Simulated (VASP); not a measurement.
# Ge (I4_1/amd) in VASP: notebook

Ge is run at these levels: r2SCAN; tasks: single point.

Program: VASP 6.6.1. These are calculated values, not measurements. Logs are shortened: lines on timing, memory, paths and dates and some standing lists are left out, and cuts for length are marked.

**1. The cell of the first run**

The structure is tetragonal, space group I4_1/amd (No. 141). The conventional cell has a = 3.852 Å, b = 3.852 Å, c = 5.831 Å, α = 90.00°, β = 90.00°, γ = 90.00°. Within 3.2 Å of Ge (site symmetry -4m2) lie 4 Ge at 2.42 Å.

**2. Single point, r2SCAN**

Contents of POSCAR:

```
Ge
1.0
    2.7239300231      2.7239300231      0.0000000000
   -2.7239300231      2.7239300231      0.0000000000
    0.0000000000      0.0000000000      5.8310366884
Ge
4
Direct
    0.5000000000      0.5000000000      0.5000000000
    0.5000000000      0.0000000000      0.2500000000
    0.0000000000      0.0000000000      0.0000000000
    0.0000000000      0.5000000000      0.7500000000
```

Contents of INCAR.step1:

```
SYSTEM = Ge
ALGO = Normal ; EDIFF = 1E-4
ENCUT = 520 ; GGA = PE
ISMEAR = 0 ; LASPH = .True.
LCHARG = .False. ; LREAL = .False.
LWAVE = .True. ; NBANDS = 36
NELM = 60 ; PREC = Accurate
SIGMA = 0.02
```

Contents of INCAR.step2:

```
SYSTEM = Ge
ALGO = Normal ; EDIFF = 1E-6
ENCUT = 520 ; ISIF = 2
ISMEAR = 0 ; ISTART = 1
LASPH = .True. ; LCHARG = .False.
LMIXTAU = .True. ; LREAL = .False.
LWAVE = .False. ; METAGGA = R2SCAN
NBANDS = 36 ; NELM = 60
PREC = Accurate ; SIGMA = 0.02
```

Contents of KPOINTS:

```
k-points
0
Gamma
  10 10 6
  0 0 0
```

Potentials or basis: VASP PAW PBE potentials, release 64 (Ge_d).

Run with:

```sh
> cat potpaw_PBE.64/Ge_d/POTCAR > POTCAR
> cp INCAR.step1 INCAR
> mpirun -np 1 vasp_std > vasp.out
> cp INCAR.step2 INCAR
> mpirun -np 1 vasp_std > vasp.out
```

OUTCAR:

```text
SYSTEM = Ge
   EDIFF = 1E-6
   ENCUT = 520
   ISIF = 2
   ISMEAR = 0
   ISTART = 1
   LASPH = .True.
   LREAL = .False.
   METAGGA = R2SCAN
   NELM = 60
   PREC = Accurate

 ion  position               nearest neighbor table
   1  0.500  0.500  0.500-   2 2.42   4 2.42   2 2.42   4 2.42
   2  0.500  0.000  0.250-   1 2.42   3 2.42   1 2.42   3 2.42
   3  0.000  0.000  0.000-   2 2.42   4 2.42   4 2.42   2 2.42
   4  0.000  0.500  0.750-   1 2.42   3 2.42   3 2.42   1 2.42

  LATTYP: Found a simple tetragonal cell.
 ALAT       =     3.8522187816
 C/A-ratio  =     1.5136826382

  Lattice vectors:

 A1 = (   2.7239300231,   2.7239300231,   0.0000000000)
 A2 = (  -2.7239300231,   2.7239300231,   0.0000000000)
 A3 = (   0.0000000000,   0.0000000000,   5.8310366884)

Analysis of symmetry for initial positions (statically):
=====================================================================
 Subroutine PRICEL returns following result:

  LATTYP: Found a body centered tetragonal cell.
 ALAT       =     3.8522187816
 C/A-ratio  =     1.5136826382

  Lattice vectors:

 A1 = (   2.7239300231,   0.0000000000,  -2.9155183442)
 A2 = (  -2.7239300231,   0.0000000000,  -2.9155183442)
 A3 = (   0.0000000000,   2.7239300231,   2.9155183442)

   2 primitive cells build up your supercell.

 Routine SETGRP: Setting up the symmetry group for a
 simple tetragonal supercell.

 Subroutine GETGRP returns: Found 16 space group operations
 (whereof  8 operations were pure point group operations)
 out of a pool of 16 trial point group operations.

The static configuration has the point symmetry D_2d.
 The point group associated with its full space group is D_4h.

Analysis of symmetry for dynamics (positions and initial velocities):
=====================================================================
 Subroutine PRICEL returns following result:

  LATTYP: Found a body centered tetragonal cell.
 ALAT       =     3.8522187816
 C/A-ratio  =     1.5136826382

  Lattice vectors:

 A1 = (   2.7239300231,   0.0000000000,  -2.9155183442)
 A2 = (  -2.7239300231,   0.0000000000,  -2.9155183442)
 A3 = (   0.0000000000,   2.7239300231,   2.9155183442)

   2 primitive cells build up your supercell.

 Routine SETGRP: Setting up the symmetry group for a
 simple tetragonal supercell.

 Subroutine GETGRP returns: Found 16 space group operations
 (whereof  8 operations were pure point group operations)
 out of a pool of 16 trial point group operations.

The dynamic configuration has the point symmetry D_2d.
 The point group associated with its full space group is D_4h.

 Subroutine INISYM returns: Found 16 space group operations
 (whereof  8 operations are pure point group operations),
 and found     2 'primitive' translations

----------------------------------------------------------------------------------------

                                     Primitive cell

  volume of cell :      43.2651

  direct lattice vectors                    reciprocal lattice vectors
     2.723930023  0.000000000 -2.915518344     0.183558313  0.183558313 -0.171496091
    -2.723930023  0.000000000 -2.915518344    -0.183558313  0.183558313 -0.171496091
     0.000000000  2.723930023  2.915518344     0.000000000  0.367116626  0.000000000

  length of vectors
     3.989992730  3.989992730  3.989992730     0.311124120  0.311124120  0.367116626

  position of ions in fractional coordinates (direct lattice)
     1.000000000  1.000000000  0.000000000
     0.250000000  0.750000000  0.500000000

  ion indices of the primitive-cell ions
   primitive index   ion index
                 1           1
                 2           2

----------------------------------------------------------------------------------------

 KPOINTS: k-points

Automatic generation of k-mesh.
 Grid dimensions read from file:
 generate k-points for:   10   10    6

 Generating k-lattice:

  Cartesian coordinates                     Fractional coordinates (reciprocal lattice)
     0.018355831  0.018355831  0.000000000     0.100000000  0.000000000  0.000000000
    -0.018355831  0.018355831  0.000000000     0.000000000  0.100000000  0.000000000
     0.000000000  0.000000000  0.028582682     0.000000000  0.000000000  0.166666667

  Length of vectors
     0.025959066  0.025959066  0.028582682

  Shift w.r.t. Gamma in fractional coordinates (k-lattice)
     0.000000000  0.000000000  0.000000000

 Subroutine IBZKPT returns following result:
 ===========================================

 Found     84 irreducible k-points:

 Following reciprocal coordinates:
            Coordinates               Weight
  0.000000  0.000000  0.000000      1.000000
  0.100000  0.000000  0.000000      4.000000
  0.200000  0.000000  0.000000      4.000000
  0.300000  0.000000  0.000000      4.000000
  0.400000  0.000000  0.000000      4.000000
  0.500000  0.000000  0.000000      2.000000
[... 16 lines left out ...]
  0.100000  0.000000  0.166667      8.000000
  0.200000  0.000000  0.166667      8.000000
 [... further k-points ...]
   k-points           NKPTS =     84   k-points in BZ     NKDIM =     84   number of bands    NBANDS=     36
   number of dos      NEDOS =    301   number of ions     NIONS =      4
   total plane-waves  NPLWV =  43200
   dimension x,y,z NGX =    30 NGY =   30 NGZ =   48
   dimension x,y,z NGXF=    60 NGYF=   60 NGZF=   96
   ions per type =               4
   NGX,Y,Z   is equivalent  to a cutoff of  12.95, 12.95, 13.69 a.u.
   NGXF,Y,Z  is equivalent  to a cutoff of  25.89, 25.89, 27.37 a.u.
 SYSTEM =  Ge
   PREC   = accura    normal or accurate (medium, high low for compatibility)
   ISTART =      1    job   : 0-new  1-cont  2-samecut
   ICHARG =      0    charge: 1-file 2-atom 10-const
   ISPIN  =      1    spin polarized calculation?
   LNONCOLLINEAR =      F non collinear calculations
   LSORBIT =      F    spin-orbit coupling
   LASPH  =      T    aspherical Exc in radial PAW
   ENCUT  =  520.0 eV  38.22 Ry    6.18 a.u.   7.16  7.16 10.84*2*pi/ulx,y,z
   NELM   =     60;   NELMIN=  2; NELMDL=  0     # of ELM steps
   EDIFF  = 0.1E-05   stopping-criterion for ELM
   LREAL  =      F    real-space projection
   EDIFFG = 0.1E-04   stopping-criterion for IOM
   NSW    =      0    number of steps for IOM
   IBRION =     -1    ionic relax: 0-MD 1-quasi-New 2-CG
   NFREE  =      0    steps in history (QN), initial steepest desc. (CG)
   ISIF   =      2    stress and relaxation
   ISYM   =      2    0-nonsym 1-usesym 2-fastsym
   POTIM  = 0.5000    time-step for ionic-motion
   TEBEG  =    0.0;   TEEND  =   0.0 temperature during run
   PSTRESS=    0.0 pullay stress
   NELECT =      56.0000    total number of electrons
   NUPDOWN=      -1.0000    fix difference up-down
   EMIN   =  10.00;   EMAX   =-10.00  energy-range for DOS
   EFERMI =   0.00;   METHOD = LEGACY
   ISMEAR =     0;   SIGMA  =   0.02  broadening in eV -4-tet -1-fermi 0-gaus
   EFERMI_NEDOS =   21; number of points for ismear=-14 and -15
   IALGO  =     38    algorithm
   IMIX   =      4    mixing-type and parameters
     AMIX     =   0.40;   BMIX     =  1.00
     AMIX_MAG =   1.60;   BMIX_MAG =  1.00
  volume/ion in A,a.u.               =      21.63       145.98
  Fermi-wavevector in a.u.,A,eV,Ry     =   1.416060  2.675965 27.282750  2.005226
  Thomas-Fermi vector in A             =   2.537434
   LORBIT       =      0    0 simple, 1 ext, 2 COOP (PROOUT), +10 PAW based schemes
   METAGGA = R2SCAN    functional components
   LHFCALC =     F    Hartree Fock is set to
   AEXX    =    0.0000 exact exchange contribution
   IVDW    =     0    specifies the selected vdW correction
   LEPSILON=     F    determine dielectric tensor
   LRPA    =     F    only Hartree local field effects (RPA)
 non-spin polarized calculation
 Gauss-broadening in eV      SIGMA  =   0.02
  energy-cutoff  :      520.00
  volume of cell :       86.53
 maximum number of plane-waves:      2354
 NGX is ok and might be reduce to    30
   NGX = 15   NGY = 15   NGZ = 21

 number of electron      56.0000048 magnetization

 Free energy of the ion-electron system (eV)
  ---------------------------------------------------
  ext. energy  EPLUGINS =         0.00000000
  ---------------------------------------------------
  free energy    TOTEN  =       -55.34335354 eV

  energy without entropy =      -55.34335354  energy(sigma->0) =      -55.34335354

 E-fermi :   5.5903     XC(G=0): -11.0631

 val. band max:        5.4698953100   @ k =   0.0000   0.0000   0.0000
 cond. band min:       5.7469425853   @ k =   0.4000   0.4000   0.0000
 fundamental gap:      0.2770472754
 Fermi energy:         5.5902670934

 k-point     1 :       0.0000    0.0000    0.0000
  band No.  band energies     occupation
      1     -20.3564      2.00000
      2     -20.3564      2.00000
      3     -20.3097      2.00000
      4     -20.3097      2.00000
      5     -20.2896      2.00000
      6     -20.2651      2.00000
[... 28 lines left out ...]
     35      12.4777      0.00000
     36      14.4843      0.00000

 k-point     2 :       0.1000    0.0000    0.0000
  band No.  band energies     occupation
      1     -20.3602      2.00000
      2     -20.3565      2.00000
      3     -20.3154      2.00000
      4     -20.3076      2.00000
      5     -20.2917      2.00000
      6     -20.2612      2.00000
[... 28 lines left out ...]
     35      12.9407      0.00000
     36      14.5161      0.00000

 k-point     3 :       0.2000    0.0000    0.0000
  band No.  band energies     occupation
      1     -20.3650      2.00000
      2     -20.3566      2.00000
      3     -20.3268      2.00000
      4     -20.3002      2.00000
      5     -20.2982      2.00000
      6     -20.2588      2.00000
[... 28 lines left out ...]
     35      13.7883      0.00000
     36      13.9486      0.00000

 k-point     4 :       0.3000    0.0000    0.0000
  band No.  band energies     occupation
      1     -20.3636      2.00000
      2     -20.3564      2.00000
      3     -20.3377      2.00000
      4     -20.3093      2.00000
      5     -20.2867      2.00000
      6     -20.2567      2.00000
[... 28 lines left out ...]
     35      12.6113      0.00000
     36      12.7143      0.00000

 k-point     5 :       0.4000    0.0000    0.0000
  band No.  band energies     occupation
      1     -20.3551      2.00000
      2     -20.3548      2.00000
      3     -20.3463      2.00000
      4     -20.3242      2.00000
      5     -20.2706      2.00000
      6     -20.2560      2.00000
[... 655 lines left out ...]
 k-point    22 :       0.0000    0.0000    0.1667
  band No.  band energies     occupation
      1     -20.3537      2.00000
      2     -20.3537      2.00000
      3     -20.3134      2.00000
      4     -20.3134      2.00000
      5     -20.3032      2.00000
      6     -20.2905      2.00000
[... 28 lines left out ...]
     35      13.0084      0.00000
     36      13.1243      0.00000

 k-point    23 :       0.1000    0.0000    0.1667
  band No.  band energies     occupation
      1     -20.3575      2.00000
      2     -20.3539      2.00000
      3     -20.3178      2.00000
      4     -20.3132      2.00000
      5     -20.3008      2.00000
      6     -20.2834      2.00000
[... 28 lines left out ...]
     35      13.2489      0.00000
     36      13.4967      0.00000

 k-point    24 :       0.2000    0.0000    0.1667
  band No.  band energies     occupation
      1     -20.3619      2.00000
      2     -20.3540      2.00000
      3     -20.3273      2.00000
      4     -20.3106      2.00000
      5     -20.2973      2.00000
      6     -20.2717      2.00000
[... 28 lines left out ...]
     35      12.4344      0.00000
     36      13.2913      0.00000

 [... further k-points ...]

------------------------ aborting loop because EDIFF is reached ----------------------------------------

  FORCE on cell =-STRESS in cart. coord.  units (eV):
  Direction    XX          YY          ZZ          XY          YZ          ZX
  --------------------------------------------------------------------------------------
  -------------------------------------------------------------------------------------
  Total        3.5516478      3.5516478      0.0577762      0.0000000      0.0000000     -0.0000000
  in kB       65.7616662     65.7616662      1.0697731      0.0000000      0.0000000     -0.0000000
  external PRESSURE =      44.1977019 kB  Pullay stress =       0.0000000 kB

 VOLUME and BASIS-vectors are now :
 -----------------------------------------------------------------------------
  energy-cutoff  :      520.00
  volume of cell :       86.53
      direct lattice vectors                 reciprocal lattice vectors
     2.723930023  2.723930023  0.000000000     0.183558313  0.183558313  0.000000000
    -2.723930023  2.723930023  0.000000000    -0.183558313  0.183558313  0.000000000
     0.000000000  0.000000000  5.831036688     0.000000000  0.000000000  0.171496091

 POSITION                                       TOTAL-FORCE (eV/Angst)
 -----------------------------------------------------------------------------------
      0.00000      2.72393      2.91552         0.000000      0.000000     -0.000000
      1.36197      1.36197      1.45776        -0.000000     -0.000000      0.000000
      0.00000      0.00000      0.00000         0.000000      0.000000     -0.000000
     -1.36197      1.36197      4.37328         0.000000      0.000000     -0.000000
 -----------------------------------------------------------------------------------
    total drift:                               -0.000000      0.000000      0.000000

  FREE ENERGIE OF THE ION-ELECTRON SYSTEM (eV)
  ---------------------------------------------------
  free  energy   TOTEN  =       -55.3433535369 eV

  energy  without entropy=      -55.3433535369  energy(sigma->0) =      -55.34335354
```

Run time: 6.9 min. Hardware: 1 thread of Intel Xeon 6975P-C (Granite Rapids), shared host; peak memory 0.32 GiB.

Results:

* Free energy: -55.3434 eV
* Pressure: 4.4 GPa
* Band gap on the k mesh: 0.28 eV

Stress tensor (GPa, compression positive):
```
6.58 0.00 0.00
0.00 6.58 0.00
0.00 0.00 0.11
```

Caveat: the cell stands under pressure; the PAW data sets were made with another functional, which shifts forces and pressure a little. A k mesh can miss the band edges.

**3. Single point, r2SCAN (biaxial strain in the a-b plane: +2.0 %, then relaxed in part)**

Contents of POSCAR:

```
Ge
1.0
    2.8941756495      2.8941756495      0.0000000000
   -2.8941756495      2.8941756495      0.0000000000
    0.0000000000      0.0000000000      5.5963576423
Ge
4
Direct
    0.5000000000      0.5000000000      0.5000000000
    0.5000000000      0.0000000000      0.2500000000
    0.0000000000      0.0000000000      0.0000000000
    0.0000000000      0.5000000000      0.7500000000
```

Contents of INCAR.step1:

```
  PREC = Accurate
  ENCUT = 520
  ISMEAR = 0
  SIGMA = 0.02
  LREAL = F
  LASPH = T
  NELM = 60
  NBANDS = 36
  GGA = PE
  ALGO = Normal
  EDIFF = 1E-4
  LWAVE = T
  LCHARG = F
```

Contents of INCAR.step2:

```
  PREC = Accurate
  ENCUT = 520
  EDIFF = 1E-6
  ISMEAR = 0
  SIGMA = 0.02
  LREAL = F
  LASPH = T
  NELM = 60
  ALGO = Normal
  ISIF = 2
  LWAVE = F
  LCHARG = F
  METAGGA = R2SCAN
  LMIXTAU = T
  NBANDS = 36
  ISTART = 1
```

Contents of KPOINTS:

```
regular mesh
0
Gamma
  10 10 6
```

Potentials or basis: VASP PAW PBE potentials, release 64 (Ge_d).

Run with:

```sh
> cat potpaw_PBE.64/Ge_d/POTCAR > POTCAR
> cp INCAR.step1 INCAR
> mpirun -np 1 vasp_std > vasp.out
> cp INCAR.step2 INCAR
> mpirun -np 1 vasp_std > vasp.out
```

Wall time 11 min (1 thread of Intel Xeon Platinum 8375C at 2.90GHz (Ice Lake), shared host); peak memory 0.32 GiB.

It converged, with:

| Quantity | Value |
| --- | --- |
| Free energy | -55.4615 eV |
| Pressure | -1.7 GPa |
| Band gap on the k mesh | 0.11 eV |

Stress tensor (GPa, compression positive):
```
-2.50  0.00  0.00
 0.00 -2.50  0.00
 0.00  0.00  0.05
```

Levels at points of the mesh, in eV from the valence-band top:
```
           k point  band 24  band 25  band 26  band 27  band 28  band 29  band 30  band 31  band 32  band 33
(0.00, 0.00, 0.00)    -3.32    -3.32    -0.15    -0.15     0.00     0.11     0.77     0.77     2.52     2.70
(0.50, 0.00, 0.00)    -6.67    -3.79    -3.79    -1.75    -1.75     1.91     1.91     4.96     4.96     5.48
(0.50, 0.50, 0.00)    -9.20    -3.08    -3.08    -3.08    -3.08     1.05     1.05     1.05     1.05     9.67
(0.00, 0.00, 0.50)    -4.76    -2.23    -2.23    -2.23    -2.23     0.97     0.97     2.92     2.92     6.01
(0.50, 0.00, 0.50)    -7.77    -1.64    -1.64    -1.34    -1.34     0.25     0.25     3.82     3.82     4.04
(0.50, 0.50, 0.50)    -9.09    -3.95    -3.95    -3.95    -3.95     4.77     4.77     4.77     4.77     5.23
```

Caveat: the cell differs from its parent crystal (biaxial strain in the a-b plane: +2.0 %, then relaxed in part); the PAW data sets were made with another functional, which shifts forces and pressure a little.

**4. Single point, r2SCAN**

This run uses another cell than the first one, of 23.44 Å³/atom.

POSCAR is that of step 3.

Contents of INCAR.step1:

```
SYSTEM = Ge
ALGO = Normal
EDIFF = 1E-4
ENCUT = 520
GGA = PE
ISMEAR = 0
LASPH = .True.
LCHARG = .False.
LREAL = .False.
LWAVE = .True.
NBANDS = 36
NELM = 60
PREC = Accurate
SIGMA = 0.02
```

Contents of INCAR.step2:

```
SYSTEM = Ge
ALGO = Normal
EDIFF = 1E-6
ENCUT = 520
ISIF = 2
ISMEAR = 0
ISTART = 1
LASPH = .True.
LCHARG = .False.
LMIXTAU = .True.
LREAL = .False.
LWAVE = .False.
METAGGA = R2SCAN
NBANDS = 36
NELM = 60
PREC = Accurate
SIGMA = 0.02
```

Contents of KPOINTS:

```
k-points
0
Gamma
  10 10 6
  0 0 0
```

Run with:

```sh
> cat potpaw_PBE.64/Ge_d/POTCAR > POTCAR
> cp INCAR.step1 INCAR
> mpirun -np 1 vasp_std > vasp.out
> cp INCAR.step2 INCAR
> mpirun -np 1 vasp_std > vasp.out
```

Run time: 11 min. Hardware: 1 thread of Intel Xeon Platinum 8375C at 2.90GHz (Ice Lake), shared host; peak memory 0.33 GiB.

Results (log left out):

| Item | Value |
| --- | --- |
| Free energy | -55.4615 eV |
| Pressure | -1.7 GPa |
| Band gap on the k mesh | 0.11 eV |

Stress tensor (GPa, compression positive):
```
-2.50  0.00  0.00
 0.00 -2.50  0.00
 0.00  0.00  0.05
```

Levels at points of the mesh, in eV from the valence-band top:
```
           k point  band 25  band 26  band 27  band 28  band 29  band 30  band 31  band 32
(0.00, 0.00, 0.00)    -3.32    -0.15    -0.15     0.00     0.11     0.77     0.77     2.52
(0.50, 0.00, 0.00)    -3.79    -3.79    -1.75    -1.75     1.91     1.91     4.96     4.96
(0.50, 0.50, 0.00)    -3.08    -3.08    -3.08    -3.08     1.05     1.05     1.05     1.05
(0.00, 0.00, 0.50)    -2.23    -2.23    -2.23    -2.23     0.97     0.97     2.92     2.92
(0.50, 0.00, 0.50)    -1.64    -1.64    -1.34    -1.34     0.25     0.25     3.82     3.82
(0.50, 0.50, 0.50)    -3.95    -3.95    -3.95    -3.95     4.77     4.77     4.77     4.77
```

Caveat: the PAW data sets were made with another functional, which shifts forces and pressure a little. A k mesh can miss the band edges.
